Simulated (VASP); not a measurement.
# MgO (Pm-3m) in VASP: further runs

MgO is run at these levels: PBE, r2SCAN; tasks: single point.

All numbers are computed with VASP 6.6.1; they aren't measurements. Logs are shortened: lines on timing, memory, paths and dates and some standing lists are left out, and cuts for length are marked.

## Step 1: The cell of the first run

Symmetry: Pm-3m, No. 221, cubic system. The conventional cell has a = 2.623 Å, b = 2.623 Å, c = 2.623 Å, α = 90.00°, β = 90.00°, γ = 90.00°. Mg (site symmetry m-3m) has 8 O at 2.27 Å and 6 Mg at 2.62 Å within 3.0 Å. Within 3.0 Å of O (site symmetry m-3m) lie 8 Mg at 2.27 Å and 6 O at 2.62 Å.

## Step 2: Single point, PBE

The input, INCAR:

```
SYSTEM = MgO
PREC = Accurate
ENCUT = 520
EDIFF = 1E-6
ISMEAR = 0
SIGMA = 0.01
LREAL = .False.
LASPH = .True.
NELM = 100
ALGO = Normal
ISIF = 2
LWAVE = .False.
LCHARG = .False.
GGA = PE
NBANDS = 11
```

The input, KPOINTS:

```
regular mesh
0
Gamma
  8 8 8
  0 0 0
```

The input, POSCAR:

```
MgO
1.0
    2.6233491285      0.0000000000      0.0000000000
    0.0000000000      2.6233491285      0.0000000000
    0.0000000000      0.0000000000      2.6233491285
Mg O
1 1
Direct
    0.0000000000      0.0000000000      0.0000000000
    0.5000000000      0.5000000000      0.5000000000
```

Potentials or basis: VASP PAW PBE potentials, release 64 (Mg, O).

Started as:

```bash
> cat potpaw_PBE.64/Mg/POTCAR potpaw_PBE.64/O/POTCAR > POTCAR
> mpirun -np 1 vasp_std > vasp.out
```

OUTCAR:

```text
SYSTEM = MgO
   PREC = Accurate
   ENCUT = 520
   EDIFF = 1E-6
   ISMEAR = 0
   LREAL = .False.
   LASPH = .True.
   NELM = 100
   ISIF = 2
   GGA = PE

 ion  position               nearest neighbor table
   1  0.000  0.000  0.000-   2 2.27   2 2.27   2 2.27   2 2.27   2 2.27   2 2.27   2 2.27   2 2.27

   2  0.500  0.500  0.500-   1 2.27   1 2.27   1 2.27   1 2.27   1 2.27   1 2.27   1 2.27   1 2.27

  LATTYP: Found a simple cubic cell.
 ALAT       =     2.6233491285

  Lattice vectors:

 A1 = (   2.6233491285,   0.0000000000,   0.0000000000)
 A2 = (   0.0000000000,   2.6233491285,   0.0000000000)
 A3 = (   0.0000000000,   0.0000000000,   2.6233491285)

Analysis of symmetry for initial positions (statically):
=====================================================================
 Subroutine PRICEL returns:
 Original cell was already a primitive cell.

 Routine SETGRP: Setting up the symmetry group for a
 simple cubic supercell.

 Subroutine GETGRP returns: Found 48 space group operations
 (whereof 48 operations were pure point group operations)
 out of a pool of 48 trial point group operations.

The static configuration has the point symmetry O_h .

Analysis of symmetry for dynamics (positions and initial velocities):
=====================================================================
 Subroutine PRICEL returns:
 Original cell was already a primitive cell.

 Routine SETGRP: Setting up the symmetry group for a
 simple cubic supercell.

 Subroutine GETGRP returns: Found 48 space group operations
 (whereof 48 operations were pure point group operations)
 out of a pool of 48 trial point group operations.

The dynamic configuration has the point symmetry O_h .

 Subroutine INISYM returns: Found 48 space group operations
 (whereof 48 operations are pure point group operations),
 and found     1 'primitive' translations

----------------------------------------------------------------------------------------

                                     Primitive cell

  volume of cell :      18.0538

  direct lattice vectors                    reciprocal lattice vectors
     2.623349129  0.000000000  0.000000000     0.381192114  0.000000000  0.000000000
     0.000000000  2.623349129  0.000000000     0.000000000  0.381192114  0.000000000
     0.000000000  0.000000000  2.623349129     0.000000000  0.000000000  0.381192114

  length of vectors
     2.623349129  2.623349129  2.623349129     0.381192114  0.381192114  0.381192114

  position of ions in fractional coordinates (direct lattice)
     0.000000000  0.000000000  0.000000000
     0.500000000  0.500000000  0.500000000

  ion indices of the primitive-cell ions
   primitive index   ion index
                 1           1
                 2           2

----------------------------------------------------------------------------------------

 KPOINTS: regular mesh

Automatic generation of k-mesh.
 Grid dimensions read from file:
 generate k-points for:    8    8    8

 Generating k-lattice:

  Cartesian coordinates                     Fractional coordinates (reciprocal lattice)
     0.047649014  0.000000000  0.000000000     0.125000000  0.000000000  0.000000000
     0.000000000  0.047649014  0.000000000     0.000000000  0.125000000  0.000000000
     0.000000000  0.000000000  0.047649014     0.000000000  0.000000000  0.125000000

  Length of vectors
     0.047649014  0.047649014  0.047649014

  Shift w.r.t. Gamma in fractional coordinates (k-lattice)
     0.000000000  0.000000000  0.000000000

 Subroutine IBZKPT returns following result:
 ===========================================

 Found     35 irreducible k-points:

 Following reciprocal coordinates:
            Coordinates               Weight
  0.000000  0.000000  0.000000      1.000000
  0.125000  0.000000  0.000000      6.000000
  0.250000  0.000000  0.000000      6.000000
  0.375000  0.000000  0.000000      6.000000
  0.500000  0.000000  0.000000      3.000000
  0.125000  0.125000  0.000000     12.000000
[... 16 lines left out ...]
  0.375000  0.375000  0.125000     24.000000
  0.500000  0.375000  0.125000     24.000000
 [... further k-points ...]
   k-points           NKPTS =     35   k-points in BZ     NKDIM =     35   number of bands    NBANDS=     11
   number of dos      NEDOS =    301   number of ions     NIONS =      2
   total plane-waves  NPLWV =   8000
   dimension x,y,z NGX =    20 NGY =   20 NGZ =   20
   dimension x,y,z NGXF=    40 NGYF=   40 NGZF=   40
   ions per type =               1   1
   NGX,Y,Z   is equivalent  to a cutoff of  12.67, 12.67, 12.67 a.u.
   NGXF,Y,Z  is equivalent  to a cutoff of  25.35, 25.35, 25.35 a.u.
 SYSTEM =  MgO
   PREC   = accura    normal or accurate (medium, high low for compatibility)
   ISTART =      0    job   : 0-new  1-cont  2-samecut
   ICHARG =      2    charge: 1-file 2-atom 10-const
   ISPIN  =      1    spin polarized calculation?
   LNONCOLLINEAR =      F non collinear calculations
   LSORBIT =      F    spin-orbit coupling
   LASPH  =      T    aspherical Exc in radial PAW
   ENCUT  =  520.0 eV  38.22 Ry    6.18 a.u.   4.88  4.88  4.88*2*pi/ulx,y,z
   NELM   =    100;   NELMIN=  2; NELMDL= -5     # of ELM steps
   EDIFF  = 0.1E-05   stopping-criterion for ELM
   LREAL  =      F    real-space projection
   EDIFFG = 0.1E-04   stopping-criterion for IOM
   NSW    =      0    number of steps for IOM
   IBRION =     -1    ionic relax: 0-MD 1-quasi-New 2-CG
   NFREE  =      0    steps in history (QN), initial steepest desc. (CG)
   ISIF   =      2    stress and relaxation
   ISYM   =      2    0-nonsym 1-usesym 2-fastsym
   POTIM  = 0.5000    time-step for ionic-motion
   TEBEG  =    0.0;   TEEND  =   0.0 temperature during run
   PSTRESS=    0.0 pullay stress
   NELECT =       8.0000    total number of electrons
   NUPDOWN=      -1.0000    fix difference up-down
   EMIN   =  10.00;   EMAX   =-10.00  energy-range for DOS
   EFERMI =   0.00;   METHOD = LEGACY
   ISMEAR =     0;   SIGMA  =   0.01  broadening in eV -4-tet -1-fermi 0-gaus
   EFERMI_NEDOS =   21; number of points for ismear=-14 and -15
   IALGO  =     38    algorithm
   IMIX   =      4    mixing-type and parameters
     AMIX     =   0.40;   BMIX     =  1.00
     AMIX_MAG =   1.60;   BMIX_MAG =  1.00
  volume/ion in A,a.u.               =       9.03        60.92
  Fermi-wavevector in a.u.,A,eV,Ry     =   1.248098  2.358563 21.194461  1.557749
  Thomas-Fermi vector in A             =   2.382200
   LORBIT       =      0    0 simple, 1 ext, 2 COOP (PROOUT), +10 PAW based schemes
   GGA     = PE    functional components
   LHFCALC =     F    Hartree Fock is set to
   AEXX    =    0.0000 exact exchange contribution
   IVDW    =     0    specifies the selected vdW correction
   LEPSILON=     F    determine dielectric tensor
   LRPA    =     F    only Hartree local field effects (RPA)
 non-spin polarized calculation
 Gauss-broadening in eV      SIGMA  =   0.01
  energy-cutoff  :      520.00
  volume of cell :       18.05
 maximum number of plane-waves:       500
 NGX is ok and might be reduce to    20
   NGX =  9   NGY =  9   NGZ =  9

 number of electron       7.9999999 magnetization

 Free energy of the ion-electron system (eV)
  ---------------------------------------------------
  ext. energy  EPLUGINS =         0.00000000
  ---------------------------------------------------
  free energy    TOTEN  =       -10.38880405 eV

  energy without entropy =      -10.38880405  energy(sigma->0) =      -10.38880405

 E-fermi :   5.2886     XC(G=0): -11.3661

 val. band max:        5.1221813269   @ k =   0.5000   0.5000   0.0000
 cond. band min:       7.7422761311   @ k =   0.0000   0.0000   0.0000
 fundamental gap:      2.6200948042
 Fermi energy:         5.2885570591

 k-point     1 :       0.0000    0.0000    0.0000
  band No.  band energies     occupation
      1     -13.4690      2.00000
      2       4.1022      2.00000
      3       4.1022      2.00000
      4       4.1022      2.00000
      5       7.7423      0.00000
      6      15.5932      0.00000
      7      15.5932      0.00000
      8      25.6100      0.00000
      9      25.6100      0.00000
     10      25.6100      0.00000
     11      32.7793      0.00000

 k-point     2 :       0.1250    0.0000    0.0000
  band No.  band energies     occupation
      1     -13.3139      2.00000
      2       2.8707      2.00000
      3       4.1650      2.00000
      4       4.1650      2.00000
      5       8.6208      0.00000
      6      15.9094      0.00000
      7      15.9209      0.00000
      8      25.3307      0.00000
      9      25.3307      0.00000
     10      25.9200      0.00000
     11      31.4615      0.00000

 k-point     3 :       0.2500    0.0000    0.0000
  band No.  band energies     occupation
      1     -12.9066      2.00000
      2       0.8167      2.00000
      3       4.3214      2.00000
      4       4.3214      2.00000
      5      10.0229      0.00000
      6      16.0656      0.00000
      7      16.8923      0.00000
      8      24.5487      0.00000
      9      24.5487      0.00000
     10      27.4735      0.00000
     11      28.1494      0.00000
[... 267 lines left out ...]
 k-point    23 :       0.3750    0.3750    0.1250
  band No.  band energies     occupation
      1     -11.5309      2.00000
      2       0.5211      2.00000
      3       0.9042      2.00000
      4       4.2623      2.00000
      5      11.7277      0.00000
      6      15.3983      0.00000
      7      16.6954      0.00000
      8      20.7913      0.00000
      9      23.6997      0.00000
     10      24.6835      0.00000
     11      29.4081      0.00000

 k-point    24 :       0.5000    0.3750    0.1250
  band No.  band energies     occupation
      1     -11.3727      2.00000
      2       0.1810      2.00000
      3       1.0032      2.00000
      4       4.3728      2.00000
      5      11.1332      0.00000
      6      15.9762      0.00000
      7      16.4589      0.00000
      8      20.2891      0.00000
      9      24.0278      0.00000
     10      24.4553      0.00000
     11      28.6913      0.00000

 [... further k-points ...]

------------------------ aborting loop because EDIFF is reached ----------------------------------------

  FORCE on cell =-STRESS in cart. coord.  units (eV):
  Direction    XX          YY          ZZ          XY          YZ          ZX
  --------------------------------------------------------------------------------------
  -------------------------------------------------------------------------------------
  Total        0.6182936      0.6182936      0.6182936     -0.0000000      0.0000000     -0.0000000
  in kB       54.8702632     54.8702632     54.8702632     -0.0000000      0.0000000     -0.0000000
  external PRESSURE =      54.8702632 kB  Pullay stress =       0.0000000 kB

 VOLUME and BASIS-vectors are now :
 -----------------------------------------------------------------------------
  energy-cutoff  :      520.00
  volume of cell :       18.05
      direct lattice vectors                 reciprocal lattice vectors
     2.623349129  0.000000000  0.000000000     0.381192114  0.000000000  0.000000000
     0.000000000  2.623349129  0.000000000     0.000000000  0.381192114  0.000000000
     0.000000000  0.000000000  2.623349129     0.000000000  0.000000000  0.381192114

 POSITION                                       TOTAL-FORCE (eV/Angst)
 -----------------------------------------------------------------------------------
      0.00000      0.00000      0.00000         0.000000      0.000000      0.000000
      1.31167      1.31167      1.31167         0.000000      0.000000      0.000000
 -----------------------------------------------------------------------------------
    total drift:                                0.000000      0.000000      0.000000

  FREE ENERGIE OF THE ION-ELECTRON SYSTEM (eV)
  ---------------------------------------------------
  free  energy   TOTEN  =       -10.3888040475 eV

  energy  without entropy=      -10.3888040475  energy(sigma->0) =      -10.38880405
```

Wall time 5.8 s (1 thread of Intel Xeon Platinum 8488C (Sapphire Rapids), shared host); peak memory 0.12 GiB.

Results:

* Free energy: -10.3888 eV
* Pressure: 5.5 GPa
* Band gap on the k mesh: 2.62 eV (least direct gap 3.64 eV)

Caveat: the cell stands under pressure. A k mesh can miss the band edges.

## Step 3: Single point, PBE

The input, INCAR:

```
ALGO = Normal
EDIFF = 1E-6
ENCUT = 520
GGA = PE
ISIF = 2
ISMEAR = 0
LASPH = T
LCHARG = T
LELF = T
LREAL = F
LVHAR = T
LWAVE = F
NBANDS = 11
NELM = 100
PREC = Accurate
SIGMA = 0.01
```

The input, KPOINTS:

```
k-points
0
Gamma
  8 8 8
```

POSCAR is that of step 2.

Potentials or basis: VASP PAW PBE potentials, release 64 (Mg, O).

Started as:

```bash
> cat potpaw_PBE.64/Mg/POTCAR potpaw_PBE.64/O/POTCAR > POTCAR
> mpirun -np 1 vasp_std > vasp.out
```

Run time: 4.8 s. Hardware: 1 thread of Intel Xeon Platinum 8488C (Sapphire Rapids), shared host; peak memory 0.12 GiB.

Results (log left out):

```yaml
Free_energy: -10.3888 eV
Pressure: 5.5 GPa
Band_gap_on_the_k_mesh: 2.62 eV (least direct gap 3.64 eV)
```

Levels at points of the mesh, in eV from the valence-band top:
| k point | band 1 | band 2 | band 3 | band 4 | band 5 | band 6 | band 7 | band 8 | band 9 |
| --- | --- | --- | --- | --- | --- | --- | --- | --- | --- |
| (0.00, 0.00, 0.00) | -18.59 | -1.02 | -1.02 | -1.02 | 2.62 | 10.47 | 10.47 | 20.49 | 20.49 |
| (0.50, 0.00, 0.00) | -17.35 | -6.57 | -0.57 | -0.57 | 7.11 | 9.55 | 14.61 | 17.50 | 18.18 |
| (0.50, 0.50, 0.00) | -16.46 | -4.76 | -4.76 | 0.00 | 4.99 | 12.30 | 12.30 | 13.44 | 19.41 |
| (0.50, 0.50, 0.50) | -15.60 | -3.67 | -3.67 | -3.67 | 7.53 | 7.53 | 7.53 | 16.51 | 18.97 |

Caveat: the cell stands under pressure. A k mesh can miss the band edges.

## Step 4: Single point, r2SCAN

POSCAR is that of step 3.

The input, INCAR.step1:

```
SYSTEM = MgO
ALGO = Normal
EDIFF = 1E-4
ENCUT = 520
GGA = PE
ISMEAR = 0
LASPH = .TRUE.
LCHARG = .FALSE.
LREAL = .FALSE.
LWAVE = .TRUE.
NBANDS = 11
NELM = 80
PREC = Accurate
SIGMA = 0.01
```

The input, INCAR.step2:

```
SYSTEM = MgO
ALGO = Normal
EDIFF = 1E-6
ENCUT = 520
ISIF = 2
ISMEAR = 0
ISTART = 1
LASPH = .TRUE.
LCHARG = .FALSE.
LMIXTAU = .TRUE.
LREAL = .FALSE.
LWAVE = .FALSE.
METAGGA = R2SCAN
NBANDS = 11
NELM = 80
PREC = Accurate
SIGMA = 0.01
```

The input, KPOINTS:

```
k-points
0
G
  8 8 8
  0 0 0
```

Started as:

```bash
> cat potpaw_PBE.64/Mg/POTCAR potpaw_PBE.64/O/POTCAR > POTCAR
> cp INCAR.step1 INCAR
> mpirun -np 1 vasp_std > vasp.out
> cp INCAR.step2 INCAR
> mpirun -np 1 vasp_std > vasp.out
```

Wall time 17 s (1 thread of Intel Xeon Platinum 8488C (Sapphire Rapids), shared host); peak memory 0.12 GiB.

The run converged. Its results:

```
Free energy            : -14.5274 eV
Pressure               : -1.2 GPa
Band gap on the k mesh : 3.45 eV (least direct gap 4.51 eV)
```

Levels at points of the mesh, in eV from the valence-band top:
| k point | band 1 | band 2 | band 3 | band 4 | band 5 | band 6 | band 7 | band 8 | band 9 |
| --- | --- | --- | --- | --- | --- | --- | --- | --- | --- |
| (0.00, 0.00, 0.00) | -19.58 | -1.06 | -1.06 | -1.06 | 3.45 | 11.46 | 11.46 | 21.89 | 21.89 |
| (0.50, 0.00, 0.00) | -18.37 | -6.61 | -0.59 | -0.59 | 8.01 | 10.63 | 15.80 | 18.55 | 19.25 |
| (0.50, 0.50, 0.00) | -17.48 | -4.85 | -4.85 | 0.00 | 5.88 | 13.46 | 13.46 | 14.45 | 20.50 |
| (0.50, 0.50, 0.50) | -16.61 | -3.79 | -3.79 | -3.79 | 8.41 | 8.41 | 8.41 | 17.92 | 20.41 |

Caveat: the PAW data sets were made with another functional, which shifts forces and pressure a little. A k mesh can miss the band edges.

## Step 5: Single point, r2SCAN

POSCAR is that of step 4.

The input, INCAR.step1:

```
ALGO = Normal
EDIFF = 1E-4
ENCUT = 520
GGA = PE
ISMEAR = 0
LASPH = T
LCHARG = F
LREAL = F
LWAVE = T
NBANDS = 11
NELM = 80
PREC = Accurate
SIGMA = 0.01
```

The input, INCAR.step2:

```
ALGO = Normal
EDIFF = 1E-7
ENCUT = 520
ISIF = 2
ISMEAR = 0
ISTART = 1
LASPH = T
LCHARG = F
LMIXTAU = T
LREAL = F
LWAVE = F
METAGGA = R2SCAN
NBANDS = 11
NELM = 80
PREC = Accurate
SIGMA = 0.01
```

The input, KPOINTS:

```
k-points
0
Gamma
  8 8 8
```

Started as:

```bash
> cat potpaw_PBE.64/Mg/POTCAR potpaw_PBE.64/O/POTCAR > POTCAR
> cp INCAR.step1 INCAR
> mpirun -np 1 vasp_std > vasp.out
> cp INCAR.step2 INCAR
> mpirun -np 1 vasp_std > vasp.out
```

Run time: 18 s. Hardware: 1 thread of Intel Xeon Platinum 8488C (Sapphire Rapids), shared host; peak memory 0.13 GiB.

It converged, with:

```yaml
Free_energy: -14.5274 eV
Pressure: -1.2 GPa
Band_gap_on_the_k_mesh: 3.45 eV (least direct gap 4.51 eV)
```

Levels at points of the mesh, in eV from the valence-band top:
```csv
k point,band 1,band 2,band 3,band 4,band 5,band 6,band 7,band 8
"(0.00, 0.00, 0.00)",-19.58,-1.06,-1.06,-1.06,3.45,11.46,11.46,21.89
"(0.50, 0.00, 0.00)",-18.37,-6.61,-0.59,-0.59,8.01,10.63,15.80,18.55
"(0.50, 0.50, 0.00)",-17.48,-4.85,-4.85,0.00,5.88,13.46,13.46,14.45
"(0.50, 0.50, 0.50)",-16.61,-3.79,-3.79,-3.79,8.41,8.41,8.41,17.92
```

Caveat: the PAW data sets were made with another functional, which shifts forces and pressure a little.
